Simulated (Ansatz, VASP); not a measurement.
**One calculation of Sn, two programs**

Contents of INCAR:

```
SYSTEM = Sn
  PREC = Accurate
  ENCUT = 520
  EDIFF = 1E-7
  ISMEAR = -1
  SIGMA = 0.03
  LREAL = .False.
  LASPH = .True.
  NELM = 60
  ALGO = Normal
  ISIF = 2
  LWAVE = .False.
  LCHARG = .False.
  GGA = PE
  NBANDS = 21
```

Contents of KPOINTS:

```
Automatic mesh
0
Gamma
  9 9 9
  0 0 0
```

File POSCAR:

```
Sn
1.0
    0.0000000000      3.2456000000      3.1482320000
    3.2456000000      0.0000000000      3.1482320000
    3.2456000000      3.2456000000      0.0000000000
Sn
2
Direct
    0.5000000000      0.5000000000      0.5000000000
    0.7500000000      0.7500000000      0.7500000000
```

Input for Ansatz:

```yaml
crystal:
  lattice:
    - [0.0, 3.2456, 3.148232]
    - [3.2456, 0.0, 3.148232]
    - [3.2456, 3.2456, 0.0]
  atoms:
    - { symbol: Sn, position: [0.5, 0.5, 0.5] }
    - { symbol: Sn, position: [0.75, 0.75, 0.75] }
kpoints:
  mp_grid: { grid: [9, 9, 9] }
  band_path:
    path:
      - [0.0, 0.0, 0.0]
      - [0.0, 0.5, 0.5]
      - [0.25, 0.75, 0.5]
      - [0.0, 0.5, 0.0]
      - [0.0, 0.0, 0.0]
      - [0.5, 0.5, 0.0]
      - [0.3828515251, 0.6171484749, 0.0]
      - [-0.3828515251, 0.3828515251, 0.0]
      - [0.0, 0.0, 0.0]
    npoints: 5
scf:
  occupations: { method: fermi_dirac, width: 0.03 }
hamiltonian:
  xc: pbe
  pseudopotentials: { kind: all_electron, lapw: { basis_error: 0.00025 } }
output:
  forces: true
  stress: true
  eigenvalues: true
```

Change from the starting cell: zz strain of -3 %.

Alike in both runs: task single point; functional PBE; k mesh 9 × 9 × 9; occupations fermi-dirac, width 0.03 eV; no spin polarisation.

|  | VASP | Ansatz |
| --- | --- | --- |
| version | VASP 6.6.1 | Ansatz 0.2.0 |
| potentials or method | VASP PAW PBE potentials, release 64 (Sn_d), cutoff 520 eV | all-electron LAPW, scalar-relativistic |

|  | VASP | Ansatz | Ansatz less VASP |
| --- | --- | --- | --- |
| pressure (GPa) | 4.8 | 4.8 | +0.05 |
| traceless stress, the component that is largest in VASP (GPa) | 0.57 | 0.57 | 0.000 |

Ansatz ran all-electron here, and VASP with PAW potentials.
